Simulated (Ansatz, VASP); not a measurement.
# WSe2: VASP beside Ansatz

```
W Se
1.0
     3.32290    0.00000    0.00000
    -1.66145    2.87771    0.00000
     0.00000    0.00000   12.97000
W Se
2 4
Cartesian
  0.0000 1.9185 3.2425
  1.6614 0.9592 9.7275
  0.0000 1.9185 8.0544
  1.6614 0.9592 1.5694
  0.0000 1.9185 11.4006
  1.6614 0.9592 4.9156
```

Change from the starting cell: equal xx and yy strain of +1 %, crystal datasets.

Alike in both runs: task electric field gradients; functional PBEsol; k mesh 11 × 11 × 3; occupations fermi-dirac, width 0.08 eV; no spin polarisation.

|  | VASP | Ansatz |
| --- | --- | --- |
| version | VASP 6.6.1 | Ansatz 0.2.0 |
| potentials or method | VASP PAW PBE potentials, release 64 (W_sv, Se), cutoff 520 eV | all-electron PAW with datasets made for the crystal, scalar-relativistic |

Ansatz gave:

* pressure (GPa): -3.7
* traceless stress, the component that is largest in VASP (GPa): 1.36
* rms of the force components (eV/Å): 0.155
* size of Vzz on the site where it differs most (V/Å²): 169.9

Task: Which values does VASP return?

Result: Pressure (GPa): -3.3; traceless stress, the component that is largest in VASP (GPa): 1.45; rms of the force components (eV/Å): 0.132; size of Vzz on the site where it differs most (V/Å²): 154.6.

VASP's potentials were made for PBE, not for PBEsol. Atom by atom the forces differ by 0.023 eV/Å (rms over components). Ansatz ran all-electron here, and VASP with PAW potentials.

Spin-orbit coupling is off throughout.
